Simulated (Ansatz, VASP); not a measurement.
## Zr: VASP beside Ansatz

```
Zr
1.0
     3.23200    0.00000    0.00000
    -1.61600    2.79899    0.00000
     0.00000    0.00000    5.14700
Zr
2
Direct
  0.66667 0.33333 0.75000
  0.33333 0.66667 0.25000
```

Alike in both runs: functional PBE; k mesh 8 × 8 × 5; occupations fermi-dirac, width 0.05 eV; no spin polarisation.

|  | VASP | Ansatz |
| --- | --- | --- |
| version | VASP 6.6.1 | Ansatz 0.2.0 |
| potentials or method | VASP PAW PBE potentials, release 64 (Zr_sv) | Ansatz PAW |
| plane-wave cutoff (eV) | 520 | 420 |
| valence electrons in the cell | 24 | 24 |
| task | single point | band structure |

```csv
,VASP,Ansatz,Ansatz less VASP
gap on the k mesh at the Fermi level (eV),none,none,-
pressure (GPa),0.6,0.6,-0.01
"traceless stress, the component that is largest in VASP (GPa)",0.72,0.72,+0.004
```

A gap of «none» marks a metal or a gap that the smearing closes.
